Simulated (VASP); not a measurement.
Wanted: the native input for a VASP 6.6.1 run.

```yaml
Task: single point
Functional: PBEsol
Potentials_or_basis: VASP PAW PBE potentials, release 64 (Ni)
Cutoff: 520 eV
k_mesh: 19 × 19 × 19
Occupations: fermi-dirac, width 0.1 eV
Spin: collinear spin, ferromagnetic start
Starting_moments: "[1.0] μB"
Dipole_correction: no
Further_INCAR_settings: ALGO = Normal; EDIFF = 1e-07; NBANDS = 15
```

The structure of Ni lies in POSCAR:

```
Ni
1.0
    0.0000000000      1.7381565062      1.7381565062
    1.7381565062      0.0000000000      1.7381565062
    1.7381565062      1.7381565062      0.0000000000
Ni
1
Direct
    0.0000000000      0.0000000000      0.0000000000
```

The input as run:

INCAR

```
ALGO     = Normal         # electronic algorithm
EDIFF    = 1E-7           # SCF threshold, eV
ENCUT    = 520            # plane-wave cutoff, eV
GGA      = PS             # functional
ISIF     = 2              # what is computed and relaxed
ISMEAR   = -1             # smearing method
ISPIN    = 2              # spin polarisation
LASPH    = True           # aspherical terms in the spheres
LCHARG   = True           # write CHGCAR
LELF     = True           # ELF
LMAXMIX  = 4              # l up to which the mixer works
LORBIT   = 11             # projections on sites
LREAL    = False          # projectors in reciprocal space
LVHAR    = True         
LWAVE    = False          # write WAVECAR
MAGMOM   = 1              # initial moments
NBANDS   = 15             # bands
NELM     = 150            # most SCF steps
PREC     = Accurate       # precision mode
SIGMA    = 0.1            # smearing width, eV
```

KPOINTS

```
k-points
0
Gamma
  19 19 19
```

Potentials or basis: VASP PAW PBE potentials, release 64 (Ni).

Launch:

```sh
$ cat potpaw_PBE.64/Ni/POTCAR > POTCAR
$ mpirun -np 1 vasp_std > vasp.out
```

Results of the run:

* Pressure: -2.3 GPa
* Net moment: 0.59 μB per cell
* Site moments: Ni +0.60 μB
* Valence electrons inside the program's atomic spheres: Ni 9.38

Caveat: the PAW data sets were made with another functional, which shifts forces and pressure a little.

Wall time 39 s on 1 thread of AMD EPYC 9R45 (Zen 5) (shared host), peak memory 0.13 GiB.
